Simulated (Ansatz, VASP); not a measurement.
# One calculation of Sr2Al2O, two programs

File INCAR:

```
ALGO = Normal
EDIFF = 1E-7
EDIFFG = -0.04
ENCUT = 600
GGA = PE
GGA_COMPAT = False
IBRION = 2
ISIF = 3
ISMEAR = 0
LASPH = True
LCHARG = False
LREAL = False
LWAVE = False
NELM = 120
NELMIN = 4
NSW = 90
PREC = Accurate
SIGMA = 0.1
```

File KPOINTS:

```
k-points
0
Gamma
  4 2 2
```

File POSCAR:

```
Sr2Al2O
1.0
    4.1851973498      0.0000000000      0.0000000000
    0.0896434586      8.0877049379      0.0000000000
    0.5209930785      2.3140842906      8.0526567656
Sr Al O
4 4 2
Direct
    0.5364348141      0.1398630121      0.1918480168
    0.0171197181      0.5446804140      0.1957619359
    0.4635651859      0.8601369879      0.8081519832
    0.9828802819      0.4553195860      0.8042380641
    0.0032756527      0.8484060039      0.4694950289
    0.4953692256      0.3328737488      0.5263369339
    0.9967243473      0.1515939961      0.5305049711
    0.5046307744      0.6671262512      0.4736630661
    0.9455929974      0.7074637159      0.9115990022
    0.0544070026      0.2925362841      0.0884009978
```

Input for Ansatz:

```yaml
crystal:
  lattice:
    - [4.1851973498, 0.0, 0.0]
    - [0.0896434586, 8.0877049379, 0.0]
    - [0.5209930785, 2.3140842906, 8.0526567656]
  atoms:
    - { symbol: Sr, position: [0.5364348141, 0.1398630121, 0.1918480168] }
    - { symbol: Sr, position: [0.0171197181, 0.544680414, 0.1957619359] }
    - { symbol: Sr, position: [0.4635651859, 0.8601369879, 0.8081519832] }
    - { symbol: Sr, position: [0.9828802819, 0.455319586, 0.8042380641] }
    - { symbol: Al, position: [0.0032756527, 0.8484060039, 0.4694950289] }
    - { symbol: Al, position: [0.4953692256, 0.3328737488, 0.5263369339] }
    - { symbol: Al, position: [0.9967243473, 0.1515939961, 0.5305049711] }
    - { symbol: Al, position: [0.5046307744, 0.6671262512, 0.4736630661] }
    - { symbol: O, position: [0.9455929974, 0.7074637159, 0.9115990022] }
    - { symbol: O, position: [0.0544070026, 0.2925362841, 0.0884009978] }
basis:
  ecutwfc: 420
kpoints:
  mp_grid: { grid: [4, 2, 2] }
hamiltonian:
  xc: pbe
scf:
  occupations: { method: gaussian, width: 0.1 }
  lower_state_search: "off"
output:
  forces: true
  stress: true
  eigenvalues: true
relax:
  adjacent_minimum: "off"
  f_tol: 0.04
  max_steps: 70
  cell: { stress_tol: 0.4 }
```

Change from the starting cell: the structure that the rattled cell fell into.

Alike in both runs: task relaxation of cell and atoms; functional PBE; k mesh 4 × 2 × 2; occupations gaussian, width 0.1 eV; no spin polarisation.

```csv
,VASP,Ansatz
version,VASP 6.6.1,Ansatz 0.2.0
potentials or method,"VASP PAW PBE potentials, release 64 (Sr_sv, Al, O), cutoff 600 eV","scalar-relativistic, plane waves, PAW"
valence electrons in the cell,64,64
```

VASP gave:

| Item | Value |
| --- | --- |
| gap on the k mesh at the Fermi level, each at its own relaxed structure (eV) | none |
| relaxed volume (Å³/atom) | 27.78 |
| relaxed cell length with the largest relative difference (Å) | 8.610 |

Task: Estimate Ansatz's values.

Result: gap on the k mesh at the Fermi level, each at its own relaxed structure (eV): none; relaxed volume (Å³/atom): 27.68; relaxed cell length with the largest relative difference (Å): 8.563.

A gap of «none» marks a metal or a gap that the smearing closes.

The k mesh is coarse, so the values compare programs but aren't converged.
